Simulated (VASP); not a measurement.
# Sb2Mo (Pn-3m) in VASP: further runs, part 3 of 3

VASP 6.6.1.

## 5. Relaxation of cell and atoms, PBE

INCAR reads:

```
SYSTEM = Sb2Mo
ALGO = Normal
EDIFF = 1E-6
EDIFFG = -0.04
ENCUT = 600
GGA = PE
IBRION = 2
ISIF = 3
ISMEAR = 0
LASPH = .TRUE.
LCHARG = .FALSE.
LREAL = .FALSE.
LWAVE = .FALSE.
NELM = 100
NSW = 90
PREC = Accurate
SIGMA = 0.1
```

KPOINTS reads:

```
k-points
0
G
  4 4 4
  0 0 0
```

POSCAR reads:

```
Sb2Mo
1.0
    5.4195962829      0.0000000000      0.0000000000
    0.0000000000      5.4195962829      0.0000000000
    0.0000000000      0.0000000000      5.4195962829
Sb Mo
4 2
Direct
    0.2500000000      0.2500000000      0.2500000000
    0.2500000000      0.7500000000      0.7500000000
    0.7500000000      0.7500000000      0.2500000000
    0.7500000000      0.2500000000      0.7500000000
    0.0000000000      0.0000000000      0.0000000000
    0.5000000000      0.5000000000      0.5000000000
```

Potentials or basis: VASP PAW PBE potentials, release 64 (Sb, Mo_sv).

The run is started by

```
$ cat potpaw_PBE.64/Sb/POTCAR potpaw_PBE.64/Mo_sv/POTCAR > POTCAR
$ mpirun -np 1 vasp_std > vasp.out
```

OUTCAR:

```text
SYSTEM = Sb2Mo
   EDIFF = 1E-6
   EDIFFG = -0.04
   ENCUT = 600
   GGA = PE
   IBRION = 2
   ISIF = 3
   ISMEAR = 0
   LASPH = .TRUE.
   LREAL = .FALSE.
   NELM = 100
   NSW = 90
   PREC = Accurate

 ion  position               nearest neighbor table
   1  0.250  0.250  0.250-   5 2.35   6 2.35
   2  0.250  0.750  0.750-   5 2.35   6 2.35
   3  0.750  0.750  0.250-   5 2.35   6 2.35
   4  0.750  0.250  0.750-   5 2.35   6 2.35
   5  0.000  0.000  0.000-   1 2.35   2 2.35   3 2.35   4 2.35
   6  0.500  0.500  0.500-   1 2.35   2 2.35   3 2.35   4 2.35

  LATTYP: Found a simple cubic cell.
 ALAT       =     5.4195962829

  Lattice vectors:

 A1 = (   5.4195962829,   0.0000000000,   0.0000000000)
 A2 = (   0.0000000000,   5.4195962829,   0.0000000000)
 A3 = (   0.0000000000,   0.0000000000,   5.4195962829)

Analysis of symmetry for initial positions (statically):
=====================================================================
 Subroutine PRICEL returns:
 Original cell was already a primitive cell.

 Routine SETGRP: Setting up the symmetry group for a
 simple cubic supercell.

 Subroutine GETGRP returns: Found 48 space group operations
 (whereof 24 operations were pure point group operations)
 out of a pool of 48 trial point group operations.

The static configuration has the point symmetry T_d .
 The point group associated with its full space group is O_h .

Analysis of symmetry for dynamics (positions and initial velocities):
=====================================================================
 Subroutine PRICEL returns:
 Original cell was already a primitive cell.

 Routine SETGRP: Setting up the symmetry group for a
 simple cubic supercell.

 Subroutine GETGRP returns: Found 48 space group operations
 (whereof 24 operations were pure point group operations)
 out of a pool of 48 trial point group operations.

The dynamic configuration has the point symmetry T_d .
 The point group associated with its full space group is O_h .

[... 115 lines left out ...]
   LORBIT       =      0    0 simple, 1 ext, 2 COOP (PROOUT), +10 PAW based schemes
   GGA     = PE    functional components
   LHFCALC =     F    Hartree Fock is set to
   AEXX    =    0.0000 exact exchange contribution
   IVDW    =     0    specifies the selected vdW correction
   LEPSILON=     F    determine dielectric tensor
   LRPA    =     F    only Hartree local field effects (RPA)
 conjugate gradient relaxation of ions
 non-spin polarized calculation
 Gauss-broadening in eV      SIGMA  =   0.10
  energy-cutoff  :      600.00
  volume of cell :      159.18
 maximum number of plane-waves:      5400
 NGX is ok and might be reduce to    48
   NGX = 21   NGY = 21   NGZ = 21

--------------------------------------- Ionic step        1  -------------------------------------------

 number of electron      48.0000007 magnetization

 Free energy of the ion-electron system (eV)
  ---------------------------------------------------
  ext. energy  EPLUGINS =         0.00000000
  ---------------------------------------------------
  free energy    TOTEN  =       -30.13532803 eV

  energy without entropy =      -30.10361447  energy(sigma->0) =      -30.11947125

------------------------ aborting loop because EDIFF is reached ----------------------------------------

  FORCE on cell =-STRESS in cart. coord.  units (eV):
  Direction    XX          YY          ZZ          XY          YZ          ZX
  --------------------------------------------------------------------------------------
  -------------------------------------------------------------------------------------
  Total       26.0704487     26.0704487     26.0704487      0.0000000     -0.0000000     -0.0000000
  in kB      262.3966465    262.3966465    262.3966465      0.0000000     -0.0000000     -0.0000000
  external PRESSURE =     262.3966465 kB  Pullay stress =       0.0000000 kB
[... 67 lines left out ...]
--------------------------------------- Ionic step        3  -------------------------------------------

 number of electron      47.9999997 magnetization

 E-fermi :   4.3487     XC(G=0):  -8.8381

 val. band max:        4.3046466859   @ k =   0.2500   0.2500   0.0000
 cond. band min:       4.3522962500   @ k =   0.2500   0.0000   0.0000
 fundamental gap:      0.0476495641
 Fermi energy:         4.3486572316

 k-point     1 :       0.0000    0.0000    0.0000
  band No.  band energies     occupation
      1     -56.2434      2.00000
      2     -56.2416      2.00000
      3     -30.3912      2.00000
      4     -30.3912      2.00000
      5     -30.3912      2.00000
      6     -30.3827      2.00000
[... 378 lines left out ...]
--------------------------------------- Ionic step        5  -------------------------------------------

 number of electron      47.9999992 magnetization

 Free energy of the ion-electron system (eV)
  ---------------------------------------------------
  ext. energy  EPLUGINS =         0.00000000
  ---------------------------------------------------
  free energy    TOTEN  =       -33.08519302 eV

  energy without entropy =      -33.03609308  energy(sigma->0) =      -33.06064305

 E-fermi :   4.4902     XC(G=0):  -8.9040

 val. band max:        4.4468352141   @ k =   0.2500   0.0000   0.0000
 cond. band min:       4.4923448420   @ k =   0.2500   0.0000   0.0000
 fundamental gap:      0.0455096279
 Fermi energy:         4.4902441910

 k-point     1 :       0.0000    0.0000    0.0000
  band No.  band energies     occupation
      1     -56.0748      2.00000
      2     -56.0728      2.00000
      3     -30.2304      2.00000
      4     -30.2304      2.00000
      5     -30.2304      2.00000
      6     -30.2211      2.00000
[... 332 lines left out ...]
  FREE ENERGIE OF THE ION-ELECTRON SYSTEM (eV)
  ---------------------------------------------------
  free  energy   TOTEN  =       -33.0851930185 eV

  energy  without entropy=      -33.0360930806  energy(sigma->0) =      -33.06064305

 reached required accuracy - stopping structural energy minimisation
```

CONTCAR:

```text
Sb2Mo
   1.00000000000000
     5.8868767284863441   -0.0000000000000000   -0.0000000000000000
     0.0000000000000000    5.8868767284863441   -0.0000000000000000
     0.0000000000000000   -0.0000000000000000    5.8868767284863441
  Sb              Mo
     4     2
Direct
     0.2500000000000000    0.2500000000000000    0.2500000000000000
     0.2500000000000000    0.7500000000000000    0.7500000000000000
     0.7500000000000000    0.7500000000000000    0.2500000000000000
     0.7500000000000000    0.2500000000000000    0.7500000000000000
     0.0000000000000000    0.0000000000000000    0.0000000000000000
     0.5000000000000000    0.5000000000000000    0.5000000000000000

  0.00000000E+00  0.00000000E+00  0.00000000E+00
  0.00000000E+00  0.00000000E+00  0.00000000E+00
  0.00000000E+00  0.00000000E+00  0.00000000E+00
  0.00000000E+00  0.00000000E+00  0.00000000E+00
  0.00000000E+00  0.00000000E+00  0.00000000E+00
  0.00000000E+00  0.00000000E+00  0.00000000E+00
```

Wall time 3.3 min (1 thread of Intel Xeon Platinum 8488C (Sapphire Rapids), shared host); peak memory 0.36 GiB.

Results:

| Property | Result |
| --- | --- |
| Free energy | -33.0852 eV |
| Relaxed volume | 34.00 Å³/atom |
| Relaxed cell | a = 5.887 Å, b = 5.887 Å, c = 5.887 Å, α = 90.00°, β = 90.00°, γ = 90.00° |
| Space group after relaxing (to 0.05 Å) | Pn-3m (No. 224) |
| Energy gained by relaxing | 491.6 meV/atom |
| Ionic steps | 5 |
| Pressure after relaxing | 0.0 GPa |
| Band gap on the k mesh | zero (band 24 reaches 4.88 eV, above the bottom of band 25 at 4.44 eV) |

Step by step:
| step | energy change (eV) | largest force (eV/Å) | pressure (GPa) | volume (Å³) |
| --- | --- | --- | --- | --- |
| 1 | 0.0000 | 0.0000 | 26.24 | 159.18 |
| 2 | 0.1714 | 0.0000 | -9.51 | 281.74 |
| 3 | -2.9411 | 0.0000 | -0.90 | 207.24 |
| 4 | -2.9492 | 0.0000 | -0.23 | 205.00 |
| 5 | -2.9499 | 0.0000 | 0.04 | 204.01 |

Final structure:
```cif
data_structure
_symmetry_space_group_name_H-M 'P 1'
_symmetry_Int_Tables_number 1
_cell_length_a 5.8869
_cell_length_b 5.8869
_cell_length_c 5.8869
_cell_angle_alpha 90.000
_cell_angle_beta 90.000
_cell_angle_gamma 90.000
_cell_volume 204.01
loop_
_atom_site_label
_atom_site_type_symbol
_atom_site_fract_x
_atom_site_fract_y
_atom_site_fract_z
_atom_site_occupancy
Sb1 Sb 0.25000 0.25000 0.25000 1
Sb2 Sb 0.25000 0.75000 0.75000 1
Sb3 Sb 0.75000 0.75000 0.25000 1
Sb4 Sb 0.75000 0.25000 0.75000 1
Mo1 Mo 0.00000 0.00000 0.00000 1
Mo2 Mo 0.50000 0.50000 0.50000 1
```

Caveat: the volume moved by over 15 % at a fixed basis, so the end points are rough; spin-orbit coupling is left out, which moves the levels of the heavy elements.

## 6. Relaxation of cell and atoms, PBE

This run uses another cell than the first one, of 34.17 Å³/atom, 1.288 times its volume.

INCAR reads:

```
SYSTEM = Sb2Mo
PREC     = Accurate       ! precision mode
ENCUT    = 600            ! plane-wave cutoff, eV
EDIFF    = 1E-7           ! SCF threshold, eV
ISMEAR   = 0              ! smearing method
SIGMA    = 0.1            ! smearing width, eV
LREAL    = .FALSE.        ! projectors in reciprocal space
LASPH    = .TRUE.         ! aspherical terms in the spheres
NELM     = 100            ! most SCF steps
ALGO     = Normal         ! electronic algorithm
ISIF     = 3              ! what is computed and relaxed
LWAVE    = .FALSE.        ! write WAVECAR
LCHARG   = .FALSE.        ! write CHGCAR
GGA      = PE             ! functional
IBRION   = 2              ! ionic algorithm
NSW      = 100            ! ionic steps
EDIFFG   = -0.01          ! ionic threshold
```

KPOINTS reads:

```
regular mesh
0
G
  6 6 6
  0 0 0
```

POSCAR, as its differences from that of step 5:

```diff
@@ -2,5 +2,5 @@
 1.0
-    5.4195962829      0.0000000000      0.0000000000
-    0.0000000000      5.4195962829      0.0000000000
-    0.0000000000      0.0000000000      5.4195962829
+    5.8968437204      0.0000000000      0.0000000000
+    0.0000000000      5.8968437204      0.0000000000
+    0.0000000000      0.0000000000      5.8968437204
 Sb Mo
```

Potentials or basis: VASP PAW PBE potentials, release 64 (Sb, Mo_sv).

The run is started by

```
$ cat potpaw_PBE.64/Sb/POTCAR potpaw_PBE.64/Mo_sv/POTCAR > POTCAR
$ mpirun -np 1 vasp_std > vasp.out
```

It took 3.7 min on 1 thread of Intel Xeon Platinum 8488C (Sapphire Rapids), shared host; peak memory 0.4 GiB.

The run converged. Its results:

| Quantity | Value |
| --- | --- |
| Free energy | -33.1427 eV |
| Relaxed volume | 33.98 Å³/atom |
| Relaxed cell | a = 5.885 Å, b = 5.885 Å, c = 5.885 Å, α = 90.00°, β = 90.00°, γ = 90.00° |
| Space group after relaxing (to 0.05 Å) | Pn-3m (No. 224) |
| Energy gained by relaxing | 0.2 meV/atom |
| Ionic steps | 3 |
| Pressure after relaxing | 0.0 GPa |
| Band gap on the k mesh | zero (band 24 reaches 4.90 eV, above the bottom of band 25 at 4.38 eV) |

Step by step:
```csv
step,energy change (eV),largest force (eV/Å),pressure (GPa),volume (Å³)
1,0.0000,0.0000,-0.35,205.05
2,-0.0003,0.0000,0.32,202.82
3,-0.0013,0.0000,0.00,203.86
```

Final structure:
```
Sb Mo
1.0
     5.88540    0.00000    0.00000
     0.00000    5.88540    0.00000
     0.00000    0.00000    5.88540
Sb Mo
4 2
Direct
  0.25000 0.25000 0.25000
  0.25000 0.75000 0.75000
  0.75000 0.75000 0.25000
  0.75000 0.25000 0.75000
  0.00000 0.00000 0.00000
  0.50000 0.50000 0.50000
```

Levels at points of the mesh, in eV from the Fermi level:
```
           k point  band 21  band 22  band 23  band 24  band 25  band 26  band 27  band 28
(0.00, 0.00, 0.00)    -0.21    -0.21    -0.21     0.16     0.16     0.16     0.17     0.17
(0.50, 0.00, 0.00)    -0.62    -0.62    -0.36    -0.36     0.09     0.09     1.43     1.43
(0.50, 0.50, 0.00)    -1.16    -1.16    -0.40    -0.40     0.15     0.15     1.80     1.80
(0.50, 0.50, 0.50)    -1.54    -0.41    -0.41     0.38     0.38     0.38     1.38     1.38
```

Caveat: spin-orbit coupling is left out, which moves the levels of the heavy elements.

## 7. Summary

| task | cell | k mesh | cutoff (eV) | gap on the mesh (eV) | pressure (GPa) | relaxed volume (Å³/atom) |
| --- | --- | --- | --- | --- | --- | --- |
| single point | a = 5.420 Å, 6 atoms | 4 × 4 × 4 | 520 | none | 26.3 | - |
| single point | a = 5.897 Å, 6 atoms | 4 × 4 × 4 | 520 | none | -0.3 | - |
| single point | a = 5.891 Å, 6 atoms | 6 × 6 × 6 | 520 | none | -0.2 | - |
| relaxation of cell and atoms | relaxed from a = 5.420 Å, 6 atoms | 4 × 4 × 4 | 600 | none | 0.0 | 34.00 |
| relaxation of cell and atoms | relaxed from a = 5.897 Å, 6 atoms | 6 × 6 × 6 | 600 | none | 0.0 | 33.98 |

Alike in all rows: level PBE; potentials or basis VASP PAW PBE potentials, release 64 (Sb, Mo_sv); no spin polarisation; smearing gaussian 0.1 eV.

Caveats: spin-orbit coupling is left out, which moves the levels of the heavy elements; the volume moved by over 15 % at a fixed basis, so the end points are rough (some runs).

Total energies depend on the potentials used, so only differences within one code and one set of settings carry meaning.
